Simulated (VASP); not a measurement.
# B3AsN2 (I-4m2) in VASP: single point with PBE

Aim: the single point of B3AsN2 with PBE.

Program: VASP 6.6.1. These are calculated values, not measurements. Logs are shortened: lines on timing, memory, paths and dates and some standing lists are left out, and cuts for length are marked.

### Step 1. The cell of the first run

The structure is tetragonal, space group I-4m2 (No. 119). Conventional cell: a = 2.842 Å, b = 2.842 Å, c = 12.134 Å, α = 90.00°, β = 90.00°, γ = 90.00°. N (site symmetry 2mm) has 4 B at 1.66 Å within 2.2 Å. Within 2.2 Å of B (site symmetry -4m2) lie 4 N at 1.66 Å. B (site symmetry 2mm) has 2 N at 1.66 Å and 2 As at 1.95 Å within 2.2 Å. Within 2.6 Å of As (site symmetry -4m2) lie 4 B at 1.95 Å.

### Step 2. Single point, PBE, non-collinear spin, zero start, spin-orbit coupling

INCAR reads:

```
SYSTEM = B3AsN2
ALGO = Normal
EDIFF = 1E-6
ENCUT = 600
GGA = PE
GGA_COMPAT = .False.
ISIF = 2
ISMEAR = -1
KPAR = 4
LASPH = .True.
LCHARG = .False.
LORBIT = 11
LORBMOM = .True.
LREAL = .False.
LSORBIT = .True.
LWAVE = .False.
MAGMOM = 0 0 0 0 0 0 0 0 0 0 0 0 0 0 0 0 0 0
NBANDS = 40
NELM = 200
PREC = Accurate
SIGMA = 0.02
```

KPOINTS reads:

```
k-points
0
Gamma
  12 12 12
  0 0 0
```

POSCAR reads:

```
B3AsN2
1.0
   -1.4210405180      1.4210405180      6.0669856882
    1.4210405180     -1.4210405180      6.0669856882
    1.4210405180      1.4210405180     -6.0669856882
N B As
2 3 1
Direct
    0.1800670328      0.1800670328      0.0000000000
    0.8199329672      0.8199329672      0.0000000000
    0.7500000000      0.2500000000      0.5000000000
    0.3902944863      0.8902944863      0.5000000000
    0.1097055137      0.6097055137      0.5000000000
    0.5000000000      0.5000000000      0.0000000000
```

Potentials or basis: VASP PAW PBE potentials, release 64 (N, B, As).

Run with:

```console
> cat potpaw_PBE.64/N/POTCAR potpaw_PBE.64/B/POTCAR potpaw_PBE.64/As/POTCAR > POTCAR
> mpirun -np 4 vasp_ncl > vasp.out
```

OUTCAR:

```text
SYSTEM = B3AsN2
   EDIFF = 1E-6
   ENCUT = 600
   GGA = PE
   ISIF = 2
   ISMEAR = -1
   LASPH = .True.
   LORBIT = 11
   LREAL = .False.
   LSORBIT = .True.
   NELM = 200
   PREC = Accurate

 ion  position               nearest neighbor table
   1  0.180  0.180  0.000-   3 1.66   3 1.66   5 1.66   5 1.66
   2  0.820  0.820  0.000-   3 1.66   3 1.66   4 1.66   4 1.66
   3  0.750  0.250  0.500-   2 1.66   1 1.66   2 1.66   1 1.66
   4  0.390  0.890  0.500-   2 1.66   2 1.66   6 1.95   6 1.95
   5  0.110  0.610  0.500-   1 1.66   1 1.66   6 1.95   6 1.95
   6  0.500  0.500  0.000-   4 1.95   5 1.95   5 1.95   4 1.95

  LATTYP: Found a body centered tetragonal cell.
 ALAT       =     2.8420810360
 C/A-ratio  =     4.2693966930

  Lattice vectors:

 A1 = (  -1.4210405180,   1.4210405180,   6.0669856882)
 A2 = (   1.4210405180,  -1.4210405180,   6.0669856882)
 A3 = (   1.4210405180,   1.4210405180,  -6.0669856882)

Analysis of symmetry for initial positions (statically):
=====================================================================
 Subroutine PRICEL returns:
 Original cell was already a primitive cell.

 Routine SETGRP: Setting up the symmetry group for a
 body centered tetragonal supercell.

 Subroutine GETGRP returns: Found  8 space group operations
 (whereof  8 operations were pure point group operations)
 out of a pool of 16 trial point group operations.

The static configuration has the point symmetry D_2d.

Analysis of symmetry for dynamics (positions and initial velocities):
=====================================================================
 Subroutine PRICEL returns:
 Original cell was already a primitive cell.

 Routine SETGRP: Setting up the symmetry group for a
 body centered tetragonal supercell.

 Subroutine GETGRP returns: Found  8 space group operations
 (whereof  8 operations were pure point group operations)
 out of a pool of 16 trial point group operations.

The dynamic configuration has the point symmetry D_2d.

Analysis of structural, dynamic, and magnetic symmetry:
=====================================================================
 Subroutine PRICEL returns:
 Original cell was already a primitive cell.

 Routine SETGRP: Setting up the symmetry group for a
 body centered tetragonal supercell.

 Subroutine GETGRP returns: Found  8 space group operations
 (whereof  8 operations were pure point group operations)
 out of a pool of 16 trial point group operations.

The overall configuration has the point symmetry D_2d.

 Subroutine INISYM returns: Found  8 space group operations
 (whereof  8 operations are pure point group operations),
 and found     1 'primitive' translations

----------------------------------------------------------------------------------------

                                     Primitive cell

  volume of cell :      49.0056

  direct lattice vectors                    reciprocal lattice vectors
    -1.421040518  1.421040518  6.066985688     0.000000000  0.351854851  0.082413249
     1.421040518 -1.421040518  6.066985688     0.351854851  0.000000000  0.082413249
     1.421040518  1.421040518 -6.066985688     0.351854851  0.351854851  0.000000000

  length of vectors
     6.391167941  6.391167941  6.391167941     0.361377614  0.361377614  0.497597903

  position of ions in fractional coordinates (direct lattice)
     0.180067033  0.180067033  0.000000000
     0.819932967  0.819932967  0.000000000
     0.750000000  0.250000000  0.500000000
     0.390294486  0.890294486  0.500000000
     0.109705514  0.609705514  0.500000000
     0.500000000  0.500000000  0.000000000

  ion indices of the primitive-cell ions
   primitive index   ion index
                 1           1
                 2           2
                 3           3
                 4           4
                 5           5
                 6           6
[... 129 lines left out ...]

 k-point     1 :       0.0000    0.0000    0.0000
  band No.  band energies     occupation
      1     -11.9060      1.00000
      2     -11.9060      1.00000
      3      -9.2001      1.00000
      4      -9.2001      1.00000
      5      -7.2489      1.00000
      6      -7.2489      1.00000
[... 925 lines left out ...]
     35      15.7844      0.00000
     36      15.7983      0.00000

 [... further k-points ...]

 [bands above 36 left out]

------------------------ aborting loop because EDIFF is reached ----------------------------------------

  FORCE on cell =-STRESS in cart. coord.  units (eV):
  Direction    XX          YY          ZZ          XY          YZ          ZX
  --------------------------------------------------------------------------------------
  -------------------------------------------------------------------------------------
  Total        0.9727335      0.9727335      1.5082551      0.0000000      0.0000000      0.0000000
  in kB       31.8023017     31.8023017     49.3105115      0.0000000      0.0000000      0.0000000
  external PRESSURE =      37.6383717 kB  Pullay stress =       0.0000000 kB

 VOLUME and BASIS-vectors are now :
 -----------------------------------------------------------------------------
  energy-cutoff  :      600.00
  volume of cell :       49.01
      direct lattice vectors                 reciprocal lattice vectors
    -1.421040518  1.421040518  6.066985688     0.000000000  0.351854851  0.082413249
     1.421040518 -1.421040518  6.066985688     0.351854851  0.000000000  0.082413249
     1.421040518  1.421040518 -6.066985688     0.351854851  0.351854851  0.000000000

 POSITION                                       TOTAL-FORCE (eV/Angst)
 -----------------------------------------------------------------------------------
      0.00000      0.00000      2.18493         0.000000      0.000000     -0.062136
      0.00000      0.00000      9.94904         0.000000      0.000000      0.062136
     -0.00000      1.42104      3.03349         0.000000      0.000000      0.000000
      1.42104      0.00000      4.73582        -0.000000     -0.000000     -0.387142
      1.42104      0.00000      1.33116         0.000000      0.000000      0.387142
      0.00000      0.00000      6.06699         0.000000      0.000000      0.000000
 -----------------------------------------------------------------------------------
    total drift:                               -0.000000      0.000000     -0.000000

  FREE ENERGIE OF THE ION-ELECTRON SYSTEM (eV)
  ---------------------------------------------------
  free  energy   TOTEN  =       -42.5111104435 eV

  energy  without entropy=      -42.5111104435  energy(sigma->0) =      -42.51111044

 orbital moment (x)

 # of ion     p       d       tot
 ----------------------------------------
  1         0.000   0.000   0.000
  2        -0.000   0.000  -0.000
  3        -0.000   0.000  -0.000
  4         0.000   0.000   0.000
  5        -0.000   0.000  -0.000
  6        -0.000  -0.000  -0.000
 ----------------------------------------
            0.000  -0.000   0.000

 orbital moment (y)

 # of ion     p       d       tot
 ----------------------------------------
  1         0.000   0.000   0.000
  2         0.000   0.000   0.000
  3         0.000   0.000   0.000
  4         0.000   0.000   0.000
  5        -0.000   0.000  -0.000
  6        -0.000   0.000  -0.000
 ----------------------------------------
           -0.000   0.000  -0.000

 orbital moment (z)

 # of ion     p       d       tot
 ----------------------------------------
  1        -0.000   0.000  -0.000
  2        -0.000   0.000  -0.000
  3         0.000   0.000   0.000
  4        -0.000   0.000  -0.000
  5         0.000   0.000   0.000
  6         0.000  -0.000  -0.000
 ----------------------------------------
           -0.000  -0.000  -0.000

 Spin-Orbit-Coupling matrix elements

 Ion:    1  E_soc:     -0.0000495
 l=   1
     0.0000000    -0.0000087    -0.0000077
    -0.0000087     0.0000000    -0.0000083
    -0.0000077    -0.0000083     0.0000000
 l=   2
     0.0000000     0.0000000     0.0000000     0.0000000     0.0000000
     0.0000000     0.0000000     0.0000000     0.0000000     0.0000000
     0.0000000     0.0000000     0.0000000     0.0000000     0.0000000
     0.0000000     0.0000000     0.0000000     0.0000000     0.0000000
     0.0000000     0.0000000     0.0000000     0.0000000     0.0000000
 l=   3
     0.0000000     0.0000000     0.0000000     0.0000000     0.0000000     0.0000000     0.0000000
     0.0000000     0.0000000     0.0000000     0.0000000     0.0000000     0.0000000     0.0000000
     0.0000000     0.0000000     0.0000000     0.0000000     0.0000000     0.0000000     0.0000000
     0.0000000     0.0000000     0.0000000     0.0000000     0.0000000     0.0000000     0.0000000
[... 89 lines left out ...]
 l=   2
     0.0000000    -0.0000030     0.0000000    -0.0000030    -0.0000216
    -0.0000030     0.0000000    -0.0000165    -0.0000241    -0.0000143
     0.0000000    -0.0000165     0.0000000    -0.0000165     0.0000000
    -0.0000030    -0.0000241    -0.0000165     0.0000000    -0.0000143
    -0.0000216    -0.0000143     0.0000000    -0.0000143     0.0000000
 l=   3
     0.0000000     0.0000000     0.0000000     0.0000000     0.0000000     0.0000000     0.0000000
     0.0000000     0.0000000     0.0000000     0.0000000     0.0000000     0.0000000     0.0000000
     0.0000000     0.0000000     0.0000000     0.0000000     0.0000000     0.0000000     0.0000000
     0.0000000     0.0000000     0.0000000     0.0000000     0.0000000     0.0000000     0.0000000
     0.0000000     0.0000000     0.0000000     0.0000000     0.0000000     0.0000000     0.0000000
     0.0000000     0.0000000     0.0000000     0.0000000     0.0000000     0.0000000     0.0000000
     0.0000000     0.0000000     0.0000000     0.0000000     0.0000000     0.0000000     0.0000000

 total charge

# of ion       s       p       d       tot
------------------------------------------
    1        1.200   2.578   0.000   3.779
    2        1.200   2.578   0.000   3.779
    3        0.626   1.140   0.000   1.766
    4        0.645   1.284   0.000   1.929
    5        0.645   1.284   0.000   1.929
    6        1.182   1.926   0.127   3.235
--------------------------------------------------
tot          5.499  10.791   0.127  16.417

 magnetization (x)

# of ion       s       p       d       tot
------------------------------------------
    1        0.000  -0.000   0.000  -0.000
    2        0.000  -0.000   0.000  -0.000
    3        0.000  -0.000   0.000  -0.000
    4        0.000   0.000   0.000   0.000
    5        0.000   0.000   0.000   0.000
    6        0.000   0.000   0.000   0.000
--------------------------------------------------
tot          0.000  -0.000   0.000   0.000

 magnetization (y)

# of ion       s       p       d       tot
------------------------------------------
    1        0.000  -0.000   0.000  -0.000
    2       -0.000   0.000   0.000   0.000
    3        0.000   0.000   0.000   0.000
    4       -0.000   0.000   0.000   0.000
    5        0.000   0.000   0.000   0.000
    6        0.000   0.000   0.000   0.000
--------------------------------------------------
tot         -0.000   0.000   0.000   0.000

 magnetization (z)

# of ion       s       p       d       tot
------------------------------------------
    1        0.000  -0.000   0.000   0.000
    2       -0.000   0.000   0.000   0.000
    3        0.000   0.000   0.000   0.000
    4        0.000  -0.000   0.000   0.000
    5       -0.000   0.000   0.000  -0.000
    6        0.000   0.000   0.000   0.000
--------------------------------------------------
tot          0.000   0.000   0.000   0.000
```

It took 34 min on 4 MPI ranks of Intel Xeon Platinum 8488C (Sapphire Rapids), shared host; peak memory 1.6 GiB.

What came out:

```yaml
Free_energy: -42.5111 eV
Pressure: 3.8 GPa
Largest_force: 0.387 eV/Å
Net_moment: 0.00 μB per cell
Valence_electrons_inside_the_program's_atomic_spheres: N 3.78; B 1.77, 1.93 (each value once); As 3.23
```

Forces on the atoms (eV/Å):
```
N    0.000  0.000 -0.062
N    0.000  0.000  0.062
B    0.000  0.000  0.000
B    0.000  0.000 -0.387
B    0.000  0.000  0.387
As   0.000  0.000  0.000
```

Moments on the atoms (μB; x, y, z):
```
N   0.00 0.00 0.00
N   0.00 0.00 0.00
B   0.00 0.00 0.00
B   0.00 0.00 0.00
B   0.00 0.00 0.00
As  0.00 0.00 0.00
```

Caveat: the cell stands under pressure.
